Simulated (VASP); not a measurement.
# In3As (Pm-3m) in VASP: further runs

In3As is run at these levels: RPBE+D3(BJ); tasks: single point, relaxation of cell and atoms.

Program: VASP 6.6.1. These are calculated values, not measurements. Logs are shortened: lines on timing, memory, paths and dates and some standing lists are left out, and cuts for length are marked.

## (1) The cell of the first run

Symmetry: Pm-3m, No. 221, cubic system. The conventional cell has a = 4.226 Å, b = 4.226 Å, c = 4.226 Å, α = 90.00°, β = 90.00°, γ = 90.00°. In (site symmetry 4/mmm) has 8 In at 2.99 Å and 4 As at 2.99 Å within 3.9 Å. Within 3.9 Å of As (site symmetry m-3m) lie 12 In at 2.99 Å.

## (2) Single point, RPBE+D3(BJ)

INCAR

```
PREC = Accurate
ENCUT = 520
EDIFF = 1E-6
ISMEAR = -1
SIGMA = 0.05
LREAL = F
LASPH = T
NELM = 100
ALGO = Normal
ISIF = 2
LWAVE = F
LCHARG = F
GGA = RP
IVDW = 12
NBANDS = 30
```

KPOINTS

```
Automatic mesh
0
Gamma
  4 4 4
```

POSCAR

```
In3As
1.0
    4.2264509319      0.0000000000      0.0000000000
    0.0000000000      4.2264509319      0.0000000000
    0.0000000000      0.0000000000      4.2264509319
In As
3 1
Direct
    0.0000000000      0.5000000000      0.5000000000
    0.5000000000      0.0000000000      0.5000000000
    0.5000000000      0.5000000000      0.0000000000
    0.0000000000      0.0000000000      0.0000000000
```

Potentials or basis: VASP PAW PBE potentials, release 64 (In_d, As).

Command:

```sh
cat potpaw_PBE.64/In_d/POTCAR potpaw_PBE.64/As/POTCAR > POTCAR
mpirun -np 1 vasp_std > vasp.out
```

OUTCAR:

```text
PREC = Accurate
   ENCUT = 520
   EDIFF = 1E-6
   ISMEAR = -1
   LREAL = F
   LASPH = T
   NELM = 100
   ISIF = 2
   GGA = RP
   IVDW = 12
 IVDW          = 12

 ion  position               nearest neighbor table
   1  0.000  0.500  0.500-   2 2.99   3 2.99   4 2.99   3 2.99   4 2.99   2 2.99   4 2.99   4 2.99
                             2 2.99   3 2.99   3 2.99   2 2.99
   2  0.500  0.000  0.500-   1 2.99   3 2.99   4 2.99   3 2.99   4 2.99   1 2.99   3 2.99   3 2.99
                             1 2.99   4 2.99   4 2.99   1 2.99
   3  0.500  0.500  0.000-   1 2.99   2 2.99   4 2.99   1 2.99   2 2.99   2 2.99   4 2.99   2 2.99
                             1 2.99   4 2.99   1 2.99   4 2.99
   4  0.000  0.000  0.000-   1 2.99   2 2.99   3 2.99   1 2.99   2 2.99   1 2.99   3 2.99   1 2.99
                             2 2.99   3 2.99   2 2.99   3 2.99

  LATTYP: Found a simple cubic cell.
 ALAT       =     4.2264509319

  Lattice vectors:

 A1 = (   4.2264509319,   0.0000000000,   0.0000000000)
 A2 = (   0.0000000000,   4.2264509319,   0.0000000000)
 A3 = (   0.0000000000,   0.0000000000,   4.2264509319)

Analysis of symmetry for initial positions (statically):
=====================================================================
 Subroutine PRICEL returns:
 Original cell was already a primitive cell.

 Routine SETGRP: Setting up the symmetry group for a
 simple cubic supercell.

 Subroutine GETGRP returns: Found 48 space group operations
 (whereof 48 operations were pure point group operations)
 out of a pool of 48 trial point group operations.

The static configuration has the point symmetry O_h .

Analysis of symmetry for dynamics (positions and initial velocities):
=====================================================================
 Subroutine PRICEL returns:
 Original cell was already a primitive cell.

 Routine SETGRP: Setting up the symmetry group for a
 simple cubic supercell.

 Subroutine GETGRP returns: Found 48 space group operations
 (whereof 48 operations were pure point group operations)
 out of a pool of 48 trial point group operations.

The dynamic configuration has the point symmetry O_h .

 Subroutine INISYM returns: Found 48 space group operations
 (whereof 48 operations are pure point group operations),
 and found     1 'primitive' translations

----------------------------------------------------------------------------------------

                                     Primitive cell

  volume of cell :      75.4966

  direct lattice vectors                    reciprocal lattice vectors
     4.226450932  0.000000000  0.000000000     0.236605137  0.000000000  0.000000000
     0.000000000  4.226450932  0.000000000     0.000000000  0.236605137  0.000000000
     0.000000000  0.000000000  4.226450932     0.000000000  0.000000000  0.236605137

  length of vectors
     4.226450932  4.226450932  4.226450932     0.236605137  0.236605137  0.236605137

  position of ions in fractional coordinates (direct lattice)
     0.000000000  0.500000000  0.500000000
     0.500000000  0.000000000  0.500000000
     0.500000000  0.500000000  0.000000000
     0.000000000  0.000000000  0.000000000

  ion indices of the primitive-cell ions
   primitive index   ion index
                 1           1
                 2           2
                 3           3
                 4           4

----------------------------------------------------------------------------------------

 KPOINTS: Automatic mesh

Automatic generation of k-mesh.
 Grid dimensions read from file:
 generate k-points for:    4    4    4

 Generating k-lattice:

  Cartesian coordinates                     Fractional coordinates (reciprocal lattice)
     0.059151284  0.000000000  0.000000000     0.250000000  0.000000000  0.000000000
     0.000000000  0.059151284  0.000000000     0.000000000  0.250000000  0.000000000
     0.000000000  0.000000000  0.059151284     0.000000000  0.000000000  0.250000000

  Length of vectors
     0.059151284  0.059151284  0.059151284

  Shift w.r.t. Gamma in fractional coordinates (k-lattice)
     0.000000000  0.000000000  0.000000000

 Subroutine IBZKPT returns following result:
 ===========================================

 Found     10 irreducible k-points:

 Following reciprocal coordinates:
            Coordinates               Weight
  0.000000  0.000000  0.000000      1.000000
  0.250000  0.000000  0.000000      6.000000
  0.500000  0.000000  0.000000      3.000000
  0.250000  0.250000  0.000000     12.000000
  0.500000  0.250000  0.000000     12.000000
  0.500000  0.500000  0.000000      3.000000
  0.250000  0.250000  0.250000      8.000000
  0.500000  0.250000  0.250000     12.000000
  0.500000  0.500000  0.250000      6.000000
  0.500000  0.500000  0.500000      1.000000
   k-points           NKPTS =     10   k-points in BZ     NKDIM =     10   number of bands    NBANDS=     30
   number of dos      NEDOS =    301   number of ions     NIONS =      4
   total plane-waves  NPLWV =  32768
   dimension x,y,z NGX =    32 NGY =   32 NGZ =   32
   dimension x,y,z NGXF=    64 NGYF=   64 NGZF=   64
   ions per type =               3   1
   NGX,Y,Z   is equivalent  to a cutoff of  12.59, 12.59, 12.59 a.u.
   NGXF,Y,Z  is equivalent  to a cutoff of  25.17, 25.17, 25.17 a.u.
 SYSTEM =  unknown system
   PREC   = accura    normal or accurate (medium, high low for compatibility)
   ISTART =      0    job   : 0-new  1-cont  2-samecut
   ICHARG =      2    charge: 1-file 2-atom 10-const
   ISPIN  =      1    spin polarized calculation?
   LNONCOLLINEAR =      F non collinear calculations
   LSORBIT =      F    spin-orbit coupling
   LASPH  =      T    aspherical Exc in radial PAW
   ENCUT  =  520.0 eV  38.22 Ry    6.18 a.u.   7.86  7.86  7.86*2*pi/ulx,y,z
   NELM   =    100;   NELMIN=  2; NELMDL= -5     # of ELM steps
   EDIFF  = 0.1E-05   stopping-criterion for ELM
   LREAL  =      F    real-space projection
   EDIFFG = 0.1E-04   stopping-criterion for IOM
   NSW    =      0    number of steps for IOM
   IBRION =     -1    ionic relax: 0-MD 1-quasi-New 2-CG
   NFREE  =      0    steps in history (QN), initial steepest desc. (CG)
   ISIF   =      2    stress and relaxation
   ISYM   =      2    0-nonsym 1-usesym 2-fastsym
   POTIM  = 0.5000    time-step for ionic-motion
   TEBEG  =    0.0;   TEEND  =   0.0 temperature during run
   PSTRESS=    0.0 pullay stress
   NELECT =      44.0000    total number of electrons
   NUPDOWN=      -1.0000    fix difference up-down
   EMIN   =  10.00;   EMAX   =-10.00  energy-range for DOS
   EFERMI =   0.00;   METHOD = LEGACY
   ISMEAR =    -1;   SIGMA  =   0.05  broadening in eV -4-tet -1-fermi 0-gaus
   EFERMI_NEDOS =   21; number of points for ismear=-14 and -15
   IALGO  =     38    algorithm
   IMIX   =      4    mixing-type and parameters
     AMIX     =   0.40;   BMIX     =  1.00
     AMIX_MAG =   1.60;   BMIX_MAG =  1.00
  volume/ion in A,a.u.               =      18.87       127.37
  Fermi-wavevector in a.u.,A,eV,Ry     =   1.367466  2.584136 25.442397  1.869963
  Thomas-Fermi vector in A             =   2.493516
   LORBIT       =      0    0 simple, 1 ext, 2 COOP (PROOUT), +10 PAW based schemes
   GGA     = RP    functional components
   LHFCALC =     F    Hartree Fock is set to
   AEXX    =    0.0000 exact exchange contribution
   IVDW    =    12    specifies the selected vdW correction
   LEPSILON=     F    determine dielectric tensor
   LRPA    =     F    only Hartree local field effects (RPA)
 non-spin polarized calculation
  energy-cutoff  :      520.00
  volume of cell :       75.50
 maximum number of plane-waves:      2048
 NGX is ok and might be reduce to    32
   NGX = 15   NGY = 15   NGZ = 15

 number of electron      44.0000050 magnetization

 Free energy of the ion-electron system (eV)
  ---------------------------------------------------
  ext. energy  EPLUGINS =         0.00000000
  ---------------------------------------------------
  free energy    TOTEN  =        -8.56954329 eV

  energy without entropy =       -8.55168067  energy(sigma->0) =       -8.56061198

 E-fermi :  10.9513     XC(G=0): -11.5502

 val. band max:       10.9171464130   @ k =   0.5000   0.2500   0.0000
 cond. band min:      11.0765630306   @ k =   0.2500   0.0000   0.0000
 fundamental gap:      0.1594166176
 Fermi energy:        10.9513117869

 k-point     1 :       0.0000    0.0000    0.0000
  band No.  band energies     occupation
      1      -4.9057      2.00000
      2      -4.7742      2.00000
      3      -4.7742      2.00000
      4      -4.7742      2.00000
      5      -4.4783      2.00000
      6      -4.4783      2.00000
[... 22 lines left out ...]
     29      17.8021      0.00000
     30      18.5772      0.00000

 k-point     2 :       0.2500    0.0000    0.0000
  band No.  band energies     occupation
      1      -4.7658      2.00000
      2      -4.7455      2.00000
      3      -4.6427      2.00000
      4      -4.6427      2.00000
      5      -4.4558      2.00000
      6      -4.3737      2.00000
[... 22 lines left out ...]
     29      18.7507      0.00000
     30      19.0504      0.00000

 k-point     3 :       0.5000    0.0000    0.0000
  band No.  band energies     occupation
      1      -4.7138      2.00000
      2      -4.5633      2.00000
      3      -4.3921      2.00000
      4      -4.3706      2.00000
      5      -4.3706      2.00000
      6      -4.2312      2.00000
[... 22 lines left out ...]
     29      18.1601      0.00000
     30      18.2335      0.00000

 k-point     4 :       0.2500    0.2500    0.0000
  band No.  band energies     occupation
      1      -4.6778      2.00000
      2      -4.6633      2.00000
      3      -4.5661      2.00000
      4      -4.5516      2.00000
      5      -4.3972      2.00000
      6      -4.3121      2.00000
[... 154 lines left out ...]
     29      18.8191      0.00000
     30      19.3402      0.00000

 k-point     9 :       0.5000    0.5000    0.2500
  band No.  band energies     occupation
      1      -4.7423      2.00000
      2      -4.5274      2.00000
      3      -4.5274      2.00000
      4      -4.5217      2.00000
      5      -4.3850      2.00000
      6      -4.3850      2.00000
[... 22 lines left out ...]
     29      19.1341      0.00000
     30      20.4568      0.00000

 k-point    10 :       0.5000    0.5000    0.5000
  band No.  band energies     occupation
      1      -4.9006      2.00000
      2      -4.5936      2.00000
      3      -4.5936      2.00000
      4      -4.5936      2.00000
      5      -4.4189      2.00000
      6      -4.4189      2.00000
[... 22 lines left out ...]
     29      22.2950      0.00000
     30      22.3793      0.00000

------------------------ aborting loop because EDIFF is reached ----------------------------------------

 Edisp (eV)  -11.51055

 E8    (eV) :    -8.1316

  FORCE on cell =-STRESS in cart. coord.  units (eV):
  Direction    XX          YY          ZZ          XY          YZ          ZX
  --------------------------------------------------------------------------------------
  -------------------------------------------------------------------------------------
  Total       0.03877     0.03877     0.03877    -0.00000    -0.00000     0.00000
  in kB       0.82271     0.82271     0.82271    -0.00000    -0.00000     0.00000
  external pressure =        0.82 kB  Pullay stress =        0.00 kB

 VOLUME and BASIS-vectors are now :
 -----------------------------------------------------------------------------
  energy-cutoff  :      520.00
  volume of cell :       75.50
      direct lattice vectors                 reciprocal lattice vectors
     4.226450932  0.000000000  0.000000000     0.236605137  0.000000000  0.000000000
     0.000000000  4.226450932  0.000000000     0.000000000  0.236605137  0.000000000
     0.000000000  0.000000000  4.226450932     0.000000000  0.000000000  0.236605137

 POSITION                                       TOTAL-FORCE (eV/Angst)
 -----------------------------------------------------------------------------------
      0.00000      2.11323      2.11323         0.000000      0.000000      0.000000
      2.11323      0.00000      2.11323         0.000000      0.000000      0.000000
      2.11323      2.11323      0.00000         0.000000      0.000000      0.000000
      0.00000      0.00000      0.00000         0.000000      0.000000      0.000000
 -----------------------------------------------------------------------------------
    total drift:                                0.000000     -0.000000     -0.000000

  FREE ENERGIE OF THE ION-ELECTRON SYSTEM (eV)
  ---------------------------------------------------
  free  energy   TOTEN  =       -20.0800920770 eV

  energy  without entropy=      -20.0622294603  energy(sigma->0) =      -20.07116077
```

It took 10 s on 1 thread of Intel Xeon 6975P-C (Granite Rapids), shared host; peak memory 0.18 GiB.

What came out:

```yaml
Free_energy: -20.0801 eV
Pressure: 0.1 GPa
Band_gap_on_the_k_mesh: zero (band 22 reaches 11.73 eV, above the bottom of band 23 at 6.19 eV)
Dispersion_energy_per_atom: -2.878 eV
```

Levels at points of the mesh, in eV from the Fermi level:
```csv
k point,band 20,band 21,band 22,band 23,band 24,band 25
"(0.00, 0.00, 0.00)",-4.64,-1.73,-1.73,2.03,2.03,2.03
"(0.50, 0.00, 0.00)",-2.82,-0.88,-0.88,-0.54,-0.33,0.64
"(0.50, 0.50, 0.00)",-1.64,-0.89,0.78,0.78,1.52,1.52
"(0.50, 0.50, 0.50)",-5.14,-4.76,-4.76,-4.76,5.85,5.85
```

Caveat: the k points lie up to 0.37 Å⁻¹ apart; the PAW data sets were made with another functional, which shifts forces and pressure a little; spin-orbit coupling is left out, which moves the levels of the heavy elements; pairwise dispersion overbinds metals, which lowers pressure and volume.

## (3) Relaxation of cell and atoms, RPBE+D3(BJ)

This run uses another cell than the first one, of 25.49 Å³/atom, 1.350 times its volume.

INCAR

```
PREC = Accurate
ENCUT = 600
EDIFF = 1E-7
ISMEAR = -1
SIGMA = 0.05
LREAL = F
LASPH = T
NELM = 80
ALGO = Normal
ISIF = 3
LWAVE = F
LCHARG = F
GGA = RP
IVDW = 12
IBRION = 2
NSW = 60
EDIFFG = -0.02
```

KPOINTS is that of step 2.

POSCAR

```
In3As
1.0
    4.6716810000      0.0000000000      0.0000000000
    0.0000000000      4.6716810000      0.0000000000
    0.0000000000      0.0000000000      4.6716810000
In As
3 1
Direct
    0.0000000000      0.5000000000      0.5000000000
    0.5000000000      0.0000000000      0.5000000000
    0.5000000000      0.5000000000      0.0000000000
    0.0000000000      0.0000000000      0.0000000000
```

Potentials or basis: VASP PAW PBE potentials, release 64 (In_d, As).

Command:

```sh
cat potpaw_PBE.64/In_d/POTCAR potpaw_PBE.64/As/POTCAR > POTCAR
mpirun -np 1 vasp_std > vasp.out
```

Run time: 2.4 min. Hardware: 1 thread of Intel Xeon 6975P-C (Granite Rapids), shared host; peak memory 0.27 GiB.

It converged, with:

```
Free energy                            : -20.0811 eV
Relaxed volume                         : 18.89 Å³/atom
Relaxed cell                           : a = 4.228 Å, b = 4.228 Å, c = 4.228 Å, α = 90.00°, β = 90.00°, γ = 90.00°
Space group after relaxing (to 0.05 Å) : Pm-3m (No. 221)
Energy gained by relaxing              : 462.3 meV/atom
Ionic steps                            : 6
Pressure after relaxing                : 0.0 GPa
Band gap on the k mesh                 : zero (band 22 reaches 11.71 eV, above the bottom of band 23 at 6.18 eV)
Dispersion energy per atom             : -2.874 eV
```

The path:
```
step  energy change (eV)  largest force (eV/Å)  pressure (GPa)  volume (Å³)
   1              0.0000                0.0000          -16.65       101.96
   2             -1.4589                0.0000           17.53        67.66
   3             -1.8488                0.0000           -0.51        75.91
   4             -1.8492                0.0000            0.22        75.44
   5             -1.8492                0.0000           -0.20        75.71
   6             -1.8493                0.0000            0.01        75.57
```

Final structure:
```
In As
1.0
     4.22791    0.00000    0.00000
     0.00000    4.22791    0.00000
     0.00000    0.00000    4.22791
In As
3 1
Direct
  0.00000 0.50000 0.50000
  0.50000 0.00000 0.50000
  0.50000 0.50000 0.00000
  0.00000 0.00000 0.00000
```

Levels at points of the mesh, in eV from the Fermi level:
| k point | band 18 | band 19 | band 20 | band 21 | band 22 | band 23 | band 24 | band 25 | band 26 |
| --- | --- | --- | --- | --- | --- | --- | --- | --- | --- |
| (0.00, 0.00, 0.00) | -4.63 | -4.63 | -4.63 | -1.73 | -1.73 | 2.03 | 2.03 | 2.03 | 5.03 |
| (0.50, 0.00, 0.00) | -4.54 | -2.81 | -2.81 | -0.88 | -0.88 | -0.54 | -0.33 | 0.64 | 5.55 |
| (0.50, 0.50, 0.00) | -7.74 | -7.53 | -1.64 | -0.89 | 0.78 | 0.78 | 1.53 | 1.53 | 2.19 |
| (0.50, 0.50, 0.50) | -6.14 | -6.14 | -5.13 | -4.76 | -4.76 | -4.76 | 5.84 | 5.84 | 5.84 |

Caveat: the volume moved by over 15 % at a fixed basis, so the end points are rough; the PAW data sets were made with another functional, which shifts forces and pressure a little; spin-orbit coupling is left out, which moves the levels of the heavy elements; pairwise dispersion overbinds metals, which lowers pressure and volume.
